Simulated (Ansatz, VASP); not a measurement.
**SrTiO3 in VASP and in Ansatz**

The input INCAR:

```
  PREC = Accurate
  ENCUT = 520
  EDIFF = 1E-6
  ISMEAR = -1
  SIGMA = 0.02
  LREAL = False
  LASPH = True
  NELM = 60
  ALGO = Normal
  ISIF = 2
  LWAVE = False
  LCHARG = True
  GGA = PE
  LELF = True
  LVHAR = True
  NBANDS = 28
```

The input KPOINTS:

```
Automatic mesh
0
Gamma
  6 6 6
```

The input POSCAR:

```
SrTiO3
1.0
    3.9068514982      0.0000000000      0.0000000000
    0.0000000000      3.9068514982      0.0000000000
    0.0000000000      0.0000000000      3.9068514982
Sr Ti O
1 1 3
Direct
    0.5000000000      0.5000000000      0.5000000000
    0.0000000000      0.0000000000      0.0000000000
    0.5000000000      0.0000000000      0.0000000000
    0.0000000000      0.5000000000      0.0000000000
    0.0000000000      0.0000000000      0.5000000000
```

Input for Ansatz:

```yaml
crystal:
  lattice:
    - [3.9068514982, 0.0, 0.0]
    - [0.0, 3.9068514982, 0.0]
    - [0.0, 0.0, 3.9068514982]
  atoms:
    - { symbol: Sr, position: [0.5, 0.5, 0.5] }
    - { symbol: Ti, position: [0.0, 0.0, 0.0] }
    - { symbol: O, position: [0.5, 0.0, 0.0] }
    - { symbol: O, position: [0.0, 0.5, 0.0] }
    - { symbol: O, position: [0.0, 0.0, 0.5] }
kpoints:
  mp_grid: { grid: [6, 6, 6] }
  band_path:
    path:
      - [[0.0, 0.0, 0.0], [-3.432106149423e-52, 0.5, 4.050194815412e-70], [0.5, 0.5, -1.643207192335e-35], [0.0, 0.0, 0.0], [0.5, 0.5, 0.5], [-3.432106149423e-52, 0.5, 4.050194815412e-70]]
      - [[0.5, 0.5, 0.5], [0.5, 0.5, -1.643207192335e-35]]
    npoints: 10
hamiltonian:
  xc: pbe
scf:
  occupations: { method: fermi_dirac, width: 0.02 }
  n_extra_bands: 5
output:
  forces: true
  stress: true
  eigenvalues: true
  write_density: true
  write_potential: true
  elf: true
  volumetric_format: npy
```

Alike in both runs: task single point; functional PBE; k mesh 6 × 6 × 6; occupations fermi-dirac, width 0.02 eV; no spin polarisation.

|  | VASP | Ansatz |
| --- | --- | --- |
| version | VASP 6.6.1 | Ansatz 0.2.0 |
| potentials or method | VASP PAW PBE potentials, release 64 (Sr_sv, Ti_sv, O) | plane waves, PAW |
| plane-wave cutoff (eV) | 520 | 420 |
| valence electrons in the cell | 40 | 40 |

```csv
,VASP,Ansatz,Ansatz less VASP
gap on the k mesh at the Fermi level (eV),1.85,1.88,+0.031
pressure (GPa),4.7,4.1,-0.65
```

With one functional, cell and mesh, what is left measures potentials, basis and numerics.
